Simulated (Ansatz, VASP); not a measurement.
**Two plane-wave programs on NaH**

```
CELL_PARAMETERS angstrom
0.00000 2.44000 2.44000
2.44000 0.00000 2.44000
2.44000 2.44000 0.00000
ATOMIC_POSITIONS crystal
Na 0.00000 0.00000 0.00000
H 0.50000 0.50000 0.50000
```

Alike in both runs: task electric field gradients; functional PBEsol; k mesh 9 × 9 × 9; occupations fermi-dirac, width 0.03 eV; no spin polarisation.

```csv
,VASP,Ansatz
version,VASP 6.6.1,Ansatz 0.2.0
potentials or method,"VASP PAW PBE potentials, release 64 (Na_pv, H)","PAW with Ansatz's default frozen-core files, scalar-relativistic"
plane-wave cutoff (eV),520,420
valence electrons in the cell,8,10
```

|  | VASP | Ansatz | Ansatz less VASP |
| --- | --- | --- | --- |
| gap on the k mesh at the Fermi level (eV) | 3.82 | 3.82 | +0.002 |
| pressure (GPa) | -1.2 | -1.2 | +0.01 |

VASP's potentials were made for PBE, not for PBEsol. The functional is the same, so the differences come from potentials, cutoffs and numerics. VASP's potentials hold 8 valence electrons a cell and Ansatz's 10, so a difference there can come from the potentials and not from the codes.
